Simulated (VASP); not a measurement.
# InSe2 (P4/nmm) in VASP: notebook

InSe2 is run at these levels: PBE; tasks: single point.

Everything below comes from runs of VASP 6.6.1. Logs are shortened: lines on timing, memory, paths and dates and some standing lists are left out, and cuts for length are marked.

**1. The cell of the first run**

Symmetry: P4/nmm, No. 129, tetragonal system. Conventional cell: a = 3.887 Å, b = 3.887 Å, c = 9.733 Å, α = 90.00°, β = 90.00°, γ = 90.00°. In (site symmetry 4mm) has 9 Se at 2.83 to 3.48 Å within 3.7 Å. Within 3.7 Å of Se (site symmetry 4mm) lie 5 In at 2.83 to 3.29 Å. Within 3.6 Å of Se (site symmetry -4m2) lie 4 Se at 2.75 Å and 4 In at 3.48 Å.

**2. Single point, PBE**

Input file INCAR:

```
PREC     = Accurate       # precision mode
ENCUT    = 520            # plane-wave cutoff, eV
EDIFF    = 1E-6           # SCF threshold, eV
ISMEAR   = 0              # smearing method
SIGMA    = 0.1            # smearing width, eV
LREAL    = F              # projectors in reciprocal space
LASPH    = T              # aspherical terms in the spheres
NELM     = 60             # most SCF steps
ALGO     = Normal         # electronic algorithm
ISIF     = 2              # what is computed and relaxed
LWAVE    = F              # write WAVECAR
LCHARG   = F              # write CHGCAR
GGA      = PE             # functional
NBANDS   = 34             # bands
```

Input file KPOINTS:

```
regular mesh
0
Gamma
  10 10 4
```

Input file POSCAR:

```
InSe2
1.0
    3.8873932860      0.0000000000      0.0000000000
    0.0000000000      3.8873932860      0.0000000000
    0.0000000000      0.0000000000      9.7325349326
In Se
2 4
Direct
    0.0000000000      0.5000000000      0.7035851552
    0.5000000000      0.0000000000      0.2964148448
    0.0000000000      0.5000000000      0.3657877576
    0.5000000000      0.0000000000      0.6342122424
    0.0000000000      0.0000000000      0.0000000000
    0.5000000000      0.5000000000      0.0000000000
```

Potentials or basis: VASP PAW PBE potentials, release 64 (In_d, Se).

Started as:

```console
$ cat potpaw_PBE.64/In_d/POTCAR potpaw_PBE.64/Se/POTCAR > POTCAR
$ mpirun -np 1 vasp_std > vasp.out
```

OUTCAR:

```text
PREC = Accurate
   ENCUT = 520
   EDIFF = 1E-6
   ISMEAR = 0
   LREAL = F
   LASPH = T
   NELM = 60
   ISIF = 2
   GGA = PE

 ion  position               nearest neighbor table
   1  0.000  0.500  0.704-   4 2.83   4 2.83   4 2.83   4 2.83   3 3.29
   2  0.500  0.000  0.296-   3 2.83   3 2.83   3 2.83   3 2.83   4 3.29
   3  0.000  0.500  0.366-   2 2.83   2 2.83   2 2.83   2 2.83   1 3.29
   4  0.500  0.000  0.634-   1 2.83   1 2.83   1 2.83   1 2.83   2 3.29
   5  0.000  0.000  0.000-   6 2.75   6 2.75   6 2.75   6 2.75
   6  0.500  0.500  0.000-   5 2.75   5 2.75   5 2.75   5 2.75

  LATTYP: Found a simple tetragonal cell.
 ALAT       =     3.8873932860
 C/A-ratio  =     2.5036146890

  Lattice vectors:

 A1 = (   3.8873932860,   0.0000000000,   0.0000000000)
 A2 = (   0.0000000000,   3.8873932860,   0.0000000000)
 A3 = (   0.0000000000,   0.0000000000,   9.7325349326)

Analysis of symmetry for initial positions (statically):
=====================================================================
 Subroutine PRICEL returns:
 Original cell was already a primitive cell.

 Routine SETGRP: Setting up the symmetry group for a
 simple tetragonal supercell.

 Subroutine GETGRP returns: Found 16 space group operations
 (whereof  8 operations were pure point group operations)
 out of a pool of 16 trial point group operations.

The static configuration has the point symmetry D_2d.
 The point group associated with its full space group is D_4h.

Analysis of symmetry for dynamics (positions and initial velocities):
=====================================================================
 Subroutine PRICEL returns:
 Original cell was already a primitive cell.

 Routine SETGRP: Setting up the symmetry group for a
 simple tetragonal supercell.

 Subroutine GETGRP returns: Found 16 space group operations
 (whereof  8 operations were pure point group operations)
 out of a pool of 16 trial point group operations.

The dynamic configuration has the point symmetry D_2d.
 The point group associated with its full space group is D_4h.

 Subroutine INISYM returns: Found 16 space group operations
 (whereof  8 operations are pure point group operations),
 and found     1 'primitive' translations

----------------------------------------------------------------------------------------

                                     Primitive cell

  volume of cell :     147.0764

  direct lattice vectors                    reciprocal lattice vectors
     3.887393286  0.000000000  0.000000000     0.257241788  0.000000000  0.000000000
[... 95 lines left out ...]
   LREAL  =      F    real-space projection
   EDIFFG = 0.1E-04   stopping-criterion for IOM
   NSW    =      0    number of steps for IOM
   IBRION =     -1    ionic relax: 0-MD 1-quasi-New 2-CG
   NFREE  =      0    steps in history (QN), initial steepest desc. (CG)
   ISIF   =      2    stress and relaxation
   ISYM   =      2    0-nonsym 1-usesym 2-fastsym
   POTIM  = 0.5000    time-step for ionic-motion
   TEBEG  =    0.0;   TEEND  =   0.0 temperature during run
   PSTRESS=    0.0 pullay stress
   NELECT =      50.0000    total number of electrons
   NUPDOWN=      -1.0000    fix difference up-down
   EMIN   =  10.00;   EMAX   =-10.00  energy-range for DOS
   EFERMI =   0.00;   METHOD = LEGACY
   ISMEAR =     0;   SIGMA  =   0.10  broadening in eV -4-tet -1-fermi 0-gaus
   EFERMI_NEDOS =   21; number of points for ismear=-14 and -15
   IALGO  =     38    algorithm
   IMIX   =      4    mixing-type and parameters
     AMIX     =   0.40;   BMIX     =  1.00
     AMIX_MAG =   1.60;   BMIX_MAG =  1.00
  volume/ion in A,a.u.               =      24.51       165.42
  Fermi-wavevector in a.u.,A,eV,Ry     =   1.142573  2.159149 17.762031  1.305472
  Thomas-Fermi vector in A             =   2.279270
   LORBIT       =      0    0 simple, 1 ext, 2 COOP (PROOUT), +10 PAW based schemes
   GGA     = PE    functional components
   LHFCALC =     F    Hartree Fock is set to
   AEXX    =    0.0000 exact exchange contribution
   IVDW    =     0    specifies the selected vdW correction
   LEPSILON=     F    determine dielectric tensor
   LRPA    =     F    only Hartree local field effects (RPA)
 non-spin polarized calculation
 Gauss-broadening in eV      SIGMA  =   0.10
  energy-cutoff  :      520.00
  volume of cell :      147.08
 maximum number of plane-waves:      4008
 NGX is ok and might be reduce to    30
   NGX = 15   NGY = 15   NGZ = 37

 number of electron      49.9999994 magnetization

 Free energy of the ion-electron system (eV)
  ---------------------------------------------------
  ext. energy  EPLUGINS =         0.00000000
  ---------------------------------------------------
  free energy    TOTEN  =       -20.28870969 eV

  energy without entropy =      -20.27344017  energy(sigma->0) =      -20.28107493

 E-fermi :   5.0280     XC(G=0):  -9.8344

 val. band max:        5.0206459684   @ k =   0.1000   0.1000   0.5000
 cond. band min:       5.0298546322   @ k =   0.5000   0.2000   0.2500
 fundamental gap:      0.0092086638
 Fermi energy:         5.0280457281

 k-point     1 :       0.0000    0.0000    0.0000
  band No.  band energies     occupation
      1     -10.0971      2.00000
      2      -9.7106      2.00000
      3      -9.6499      2.00000
      4      -9.4982      2.00000
      5      -9.4953      2.00000
      6      -9.4650      2.00000
[... 877 lines left out ...]
     33      10.6550      0.00000
     34      11.3819      0.00000

 [... further k-points ...]
[... 5 lines left out ...]
  --------------------------------------------------------------------------------------
  -------------------------------------------------------------------------------------
  Total        0.0346968      0.0346968      0.0105782      0.0000000     -0.0000000      0.0000000
  in kB        0.3779696      0.3779696      0.1152336      0.0000000     -0.0000000      0.0000000
  external PRESSURE =       0.2903910 kB  Pullay stress =       0.0000000 kB

 VOLUME and BASIS-vectors are now :
 -----------------------------------------------------------------------------
  energy-cutoff  :      520.00
  volume of cell :      147.08
      direct lattice vectors                 reciprocal lattice vectors
     3.887393286  0.000000000  0.000000000     0.257241788  0.000000000  0.000000000
     0.000000000  3.887393286  0.000000000     0.000000000  0.257241788  0.000000000
     0.000000000  0.000000000  9.732534933     0.000000000  0.000000000  0.102748154

 POSITION                                       TOTAL-FORCE (eV/Angst)
 -----------------------------------------------------------------------------------
      0.00000      1.94370      6.84767         0.000000      0.000000      0.001156
      1.94370      0.00000      2.88487        -0.000000      0.000000     -0.001156
      0.00000      1.94370      3.56004         0.000000      0.000000      0.001505
      1.94370      0.00000      6.17249         0.000000     -0.000000     -0.001505
      0.00000      0.00000      0.00000         0.000000      0.000000      0.000000
      1.94370      1.94370      0.00000         0.000000     -0.000000      0.000000
 -----------------------------------------------------------------------------------
    total drift:                                0.000000      0.000000      0.000000

  FREE ENERGIE OF THE ION-ELECTRON SYSTEM (eV)
  ---------------------------------------------------
  free  energy   TOTEN  =       -20.2887096937 eV

  energy  without entropy=      -20.2734401687  energy(sigma->0) =      -20.28107493
```

stdout:

```text
POSCAR found type information on POSCAR InSe
 POSCAR found :  2 types and       6 ions
 scaLAPACK will be used
 LDA part: xc-table for (Slater+PW92), standard interpolation
 POSCAR, INCAR and KPOINTS ok, starting setup
 FFT: planning ... GRIDC
 FFT: planning ... GRID_SOFT
 FFT: planning ... GRID
 WAVECAR not read
 entering main loop
```

It took 5.8 min on 1 thread of AMD EPYC 9R45 (Zen 5), shared host; peak memory 0.36 GiB.

What came out:

```yaml
Free_energy: -20.2887 eV
Pressure: 0.0 GPa
Band_gap_on_the_k_mesh: zero (band 25 reaches 5.65 eV, above the bottom of band 26 at 3.58 eV)
```

Caveat: spin-orbit coupling is left out, which moves the levels of the heavy elements.

**3. Single point, PBE**

Input file INCAR:

```
SYSTEM = InSe2
PREC = Accurate
ENCUT = 520
EDIFF = 1E-6
ISMEAR = 0
SIGMA = 0.15
LREAL = .False.
LASPH = .True.
NELM = 60
ALGO = Normal
ISIF = 2
LWAVE = .False.
LCHARG = .False.
GGA = PE
NBANDS = 34
```

Input file KPOINTS:

```
regular mesh
0
Gamma
  12 12 5
  0 0 0
```

Input file POSCAR:

```
InSe2
1.0
   -3.8873932860      0.0000000000      0.0000000000
    0.0000000000     -3.8873932860      0.0000000000
    0.0000000000      0.0000000000      9.7325349326
In Se
2 4
Direct
    0.0000000000      0.5000000000      0.7035851552
    0.5000000000      0.0000000000      0.2964148448
    0.0000000000      0.5000000000      0.3657877576
    0.5000000000      0.0000000000      0.6342122424
    1.0000000000      0.0000000000      0.0000000000
    0.5000000000      0.5000000000      0.0000000000
```

Potentials or basis: VASP PAW PBE potentials, release 64 (In_d, Se).

Started as:

```console
$ cat potpaw_PBE.64/In_d/POTCAR potpaw_PBE.64/Se/POTCAR > POTCAR
$ mpirun -np 1 vasp_std > vasp.out
```

OUTCAR:

```text
SYSTEM = InSe2
   PREC = Accurate
   ENCUT = 520
   EDIFF = 1E-6
   ISMEAR = 0
   LREAL = .False.
   LASPH = .True.
   NELM = 60
   ISIF = 2
   GGA = PE

 ion  position               nearest neighbor table
   1  0.000  0.500  0.704-   4 2.83   4 2.83   4 2.83   4 2.83   3 3.29
   2  0.500  0.000  0.296-   3 2.83   3 2.83   3 2.83   3 2.83   4 3.29
   3  0.000  0.500  0.366-   2 2.83   2 2.83   2 2.83   2 2.83   1 3.29
   4  0.500  0.000  0.634-   1 2.83   1 2.83   1 2.83   1 2.83   2 3.29
   5  0.000  0.000  0.000-   6 2.75   6 2.75   6 2.75   6 2.75
   6  0.500  0.500  0.000-   5 2.75   5 2.75   5 2.75   5 2.75

  LATTYP: Found a simple tetragonal cell.
 ALAT       =     3.8873932860
 C/A-ratio  =     2.5036146890

  Lattice vectors:

 A1 = (  -3.8873932860,   0.0000000000,   0.0000000000)
 A2 = (   0.0000000000,  -3.8873932860,   0.0000000000)
 A3 = (   0.0000000000,   0.0000000000,   9.7325349326)

Analysis of symmetry for initial positions (statically):
=====================================================================
 Subroutine PRICEL returns:
 Original cell was already a primitive cell.

 Routine SETGRP: Setting up the symmetry group for a
 simple tetragonal supercell.

 Subroutine GETGRP returns: Found 16 space group operations
 (whereof  8 operations were pure point group operations)
 out of a pool of 16 trial point group operations.

The static configuration has the point symmetry D_2d.
 The point group associated with its full space group is D_4h.

Analysis of symmetry for dynamics (positions and initial velocities):
=====================================================================
 Subroutine PRICEL returns:
 Original cell was already a primitive cell.

 Routine SETGRP: Setting up the symmetry group for a
 simple tetragonal supercell.

 Subroutine GETGRP returns: Found 16 space group operations
 (whereof  8 operations were pure point group operations)
 out of a pool of 16 trial point group operations.

The dynamic configuration has the point symmetry D_2d.
 The point group associated with its full space group is D_4h.

 Subroutine INISYM returns: Found 16 space group operations
 (whereof  8 operations are pure point group operations),
 and found     1 'primitive' translations

----------------------------------------------------------------------------------------

                                     Primitive cell

  volume of cell :     147.0764

  direct lattice vectors                    reciprocal lattice vectors
    -3.887393286  0.000000000  0.000000000    -0.257241788  0.000000000  0.000000000
     0.000000000 -3.887393286  0.000000000     0.000000000 -0.257241788  0.000000000
     0.000000000  0.000000000  9.732534933     0.000000000  0.000000000  0.102748154

  length of vectors
     3.887393286  3.887393286  9.732534933     0.257241788  0.257241788  0.102748154

  position of ions in fractional coordinates (direct lattice)
     0.000000000  0.500000000  0.703585155
     0.500000000  0.000000000  0.296414845
     0.000000000  0.500000000  0.365787758
     0.500000000  0.000000000  0.634212242
     0.000000000  0.000000000  0.000000000
     0.500000000  0.500000000  0.000000000

  ion indices of the primitive-cell ions
   primitive index   ion index
[... 27 lines left out ...]

 Subroutine IBZKPT returns following result:
 ===========================================

 Found     84 irreducible k-points:

 Following reciprocal coordinates:
            Coordinates               Weight
  0.000000  0.000000  0.000000      1.000000
  0.083333  0.000000  0.000000      4.000000
  0.166667  0.000000  0.000000      4.000000
  0.250000  0.000000  0.000000      4.000000
  0.333333  0.000000  0.000000      4.000000
  0.416667  0.000000  0.000000      4.000000
[... 16 lines left out ...]
  0.333333  0.333333  0.000000      4.000000
  0.416667  0.333333  0.000000      8.000000
 [... further k-points ...]
   k-points           NKPTS =     84   k-points in BZ     NKDIM =     84   number of bands    NBANDS=     34
   number of dos      NEDOS =    301   number of ions     NIONS =      6
   total plane-waves  NPLWV =  64800
   dimension x,y,z NGX =    30 NGY =   30 NGZ =   72
   dimension x,y,z NGXF=    60 NGYF=   60 NGZF=  144
   ions per type =               2   4
   NGX,Y,Z   is equivalent  to a cutoff of  12.83, 12.83, 12.30 a.u.
   NGXF,Y,Z  is equivalent  to a cutoff of  25.66, 25.66, 24.60 a.u.
 SYSTEM =  InSe2
   PREC   = accura    normal or accurate (medium, high low for compatibility)
   ISTART =      0    job   : 0-new  1-cont  2-samecut
   ICHARG =      2    charge: 1-file 2-atom 10-const
   ISPIN  =      1    spin polarized calculation?
   LNONCOLLINEAR =      F non collinear calculations
   LSORBIT =      F    spin-orbit coupling
   LASPH  =      T    aspherical Exc in radial PAW
   ENCUT  =  520.0 eV  38.22 Ry    6.18 a.u.   7.23  7.23 18.10*2*pi/ulx,y,z
   NELM   =     60;   NELMIN=  2; NELMDL= -5     # of ELM steps
   EDIFF  = 0.1E-05   stopping-criterion for ELM
   LREAL  =      F    real-space projection
   EDIFFG = 0.1E-04   stopping-criterion for IOM
   NSW    =      0    number of steps for IOM
   IBRION =     -1    ionic relax: 0-MD 1-quasi-New 2-CG
   NFREE  =      0    steps in history (QN), initial steepest desc. (CG)
   ISIF   =      2    stress and relaxation
   ISYM   =      2    0-nonsym 1-usesym 2-fastsym
   POTIM  = 0.5000    time-step for ionic-motion
   TEBEG  =    0.0;   TEEND  =   0.0 temperature during run
   PSTRESS=    0.0 pullay stress
   NELECT =      50.0000    total number of electrons
   NUPDOWN=      -1.0000    fix difference up-down
   EMIN   =  10.00;   EMAX   =-10.00  energy-range for DOS
   EFERMI =   0.00;   METHOD = LEGACY
   ISMEAR =     0;   SIGMA  =   0.15  broadening in eV -4-tet -1-fermi 0-gaus
   EFERMI_NEDOS =   21; number of points for ismear=-14 and -15
   IALGO  =     38    algorithm
   IMIX   =      4    mixing-type and parameters
     AMIX     =   0.40;   BMIX     =  1.00
     AMIX_MAG =   1.60;   BMIX_MAG =  1.00
  volume/ion in A,a.u.               =      24.51       165.42
  Fermi-wavevector in a.u.,A,eV,Ry     =   1.142573  2.159149 17.762031  1.305472
  Thomas-Fermi vector in A             =   2.279270
   LORBIT       =      0    0 simple, 1 ext, 2 COOP (PROOUT), +10 PAW based schemes
   GGA     = PE    functional components
   LHFCALC =     F    Hartree Fock is set to
   AEXX    =    0.0000 exact exchange contribution
   IVDW    =     0    specifies the selected vdW correction
   LEPSILON=     F    determine dielectric tensor
   LRPA    =     F    only Hartree local field effects (RPA)
 non-spin polarized calculation
 Gauss-broadening in eV      SIGMA  =   0.15
  energy-cutoff  :      520.00
  volume of cell :      147.08
 maximum number of plane-waves:      3998
 NGX is ok and might be reduce to    30
   NGX = 15   NGY = 15   NGZ = 37

 number of electron      49.9999994 magnetization

 Free energy of the ion-electron system (eV)
  ---------------------------------------------------
  ext. energy  EPLUGINS =         0.00000000
  ---------------------------------------------------
  free energy    TOTEN  =       -20.31415311 eV

  energy without entropy =      -20.29487308  energy(sigma->0) =      -20.30451309

 E-fermi :   4.9202     XC(G=0):  -9.8344

 val. band max:        4.9146556599   @ k =   0.3333   0.0000   0.0000
 cond. band min:       4.9432254399   @ k =   0.3333   0.2500   0.4000
 fundamental gap:      0.0285697800
 Fermi energy:         4.9202271754

 k-point     1 :       0.0000    0.0000    0.0000
  band No.  band energies     occupation
      1     -10.0987      2.00000
      2      -9.7049      2.00000
      3      -9.6444      2.00000
      4      -9.4909      2.00000
      5      -9.4881      2.00000
      6      -9.4584      2.00000
[... 877 lines left out ...]
     33      11.0416      0.00000
     34      11.6925      0.00000

 [... further k-points ...]
[... 5 lines left out ...]
  --------------------------------------------------------------------------------------
  -------------------------------------------------------------------------------------
  Total       -0.1076973     -0.1076973      0.0516217      0.0000000     -0.0000000      0.0000000
  in kB       -1.1732010     -1.1732010      0.5623410      0.0000000     -0.0000000      0.0000000
  external PRESSURE =      -0.5946870 kB  Pullay stress =       0.0000000 kB

 VOLUME and BASIS-vectors are now :
 -----------------------------------------------------------------------------
  energy-cutoff  :      520.00
  volume of cell :      147.08
      direct lattice vectors                 reciprocal lattice vectors
    -3.887393286  0.000000000  0.000000000    -0.257241788  0.000000000  0.000000000
     0.000000000 -3.887393286  0.000000000     0.000000000 -0.257241788  0.000000000
     0.000000000  0.000000000  9.732534933     0.000000000  0.000000000  0.102748154

 POSITION                                       TOTAL-FORCE (eV/Angst)
 -----------------------------------------------------------------------------------
      0.00000     -1.94370      6.84767        -0.000000      0.000000      0.001173
     -1.94370      0.00000      2.88487         0.000000      0.000000     -0.001173
      0.00000     -1.94370      3.56004        -0.000000      0.000000     -0.018398
     -1.94370      0.00000      6.17249         0.000000      0.000000      0.018398
      0.00000      0.00000      0.00000         0.000000      0.000000      0.000000
     -1.94370     -1.94370      0.00000         0.000000     -0.000000      0.000000
 -----------------------------------------------------------------------------------
    total drift:                               -0.000000     -0.000000      0.000000

  FREE ENERGIE OF THE ION-ELECTRON SYSTEM (eV)
  ---------------------------------------------------
  free  energy   TOTEN  =       -20.3141531074 eV

  energy  without entropy=      -20.2948730752  energy(sigma->0) =      -20.30451309
```

Wall time 6 min (1 thread of AMD EPYC 9R45 (Zen 5), shared host); peak memory 0.44 GiB.

Results:

- Free energy: -20.3142 eV
- Pressure: -0.1 GPa
- Largest force: 0.018 eV/Å
- Band gap on the k mesh: zero (band 25 reaches 5.62 eV, above the bottom of band 26 at 3.61 eV)

Forces in eV/Å, atoms in the order of the input:
```
In   0.000  0.000  0.001
In   0.000  0.000 -0.001
Se   0.000  0.000 -0.018
Se   0.000  0.000  0.018
Se   0.000  0.000  0.000
Se   0.000  0.000  0.000
```

Stress tensor (GPa, compression positive):
```
-0.12  0.00  0.00
 0.00 -0.12  0.00
 0.00  0.00  0.06
```

Caveat: spin-orbit coupling is left out, which moves the levels of the heavy elements.
